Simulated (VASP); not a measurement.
The system is InSb3.

```xyz
4
Lattice="4.8064 0.0000 0.0000 0.0000 4.8064 0.0000 0.0000 0.0000 4.8064" Properties=species:S:1:pos:R:3 pbc="T T T"
Sb    2.4032    2.4032    0.0000
Sb    0.0000    2.4032    2.4032
Sb    2.4032    0.0000    2.4032
In    0.0000    0.0000    0.0000
```

* Program: VASP 6.6.1
* Task: relaxation of cell and atoms
* Functional: PBEsol
* Potentials or basis: VASP PAW PBE potentials, release 64 (Sb, In_d)
* Cutoff: 600 eV
* k mesh: 6 × 6 × 6
* Occupations: fermi-dirac, width 0.05 eV
* Spin: no spin polarisation

At the start: pressure -2.7 GPa; volume 27.76 Å³/atom.

Task: How do energy, volume and symmetry change on relaxing?

Result: Over 3 steps the energy falls by 12.0 meV/atom and the volume is 26.39 Å³/atom (-4.9 %); space group Pm-3m (No. 221, to 0.05 Å).

Step by step:
```
step  energy change (eV)  largest force (eV/Å)  pressure (GPa)  volume (Å³)
   1              0.0000                0.0000           -2.68       111.03
   2             -0.0418                0.0000            1.11       103.73
   3             -0.0481                0.0000            0.01       105.57
```

Final structure:
```cif
data_structure
_symmetry_space_group_name_H-M 'P 1'
_symmetry_Int_Tables_number 1
_cell_length_a 4.7262
_cell_length_b 4.7262
_cell_length_c 4.7262
_cell_angle_alpha 90.000
_cell_angle_beta 90.000
_cell_angle_gamma 90.000
_cell_volume 105.57
loop_
_atom_site_label
_atom_site_type_symbol
_atom_site_fract_x
_atom_site_fract_y
_atom_site_fract_z
_atom_site_occupancy
Sb1 Sb 0.50000 0.50000 0.00000 1
Sb2 Sb 0.00000 0.50000 0.50000 1
Sb3 Sb 0.50000 0.00000 0.50000 1
In1 In 0.00000 0.00000 0.00000 1
```

Caveat: the PAW data sets were made with another functional, which shifts forces and pressure a little.
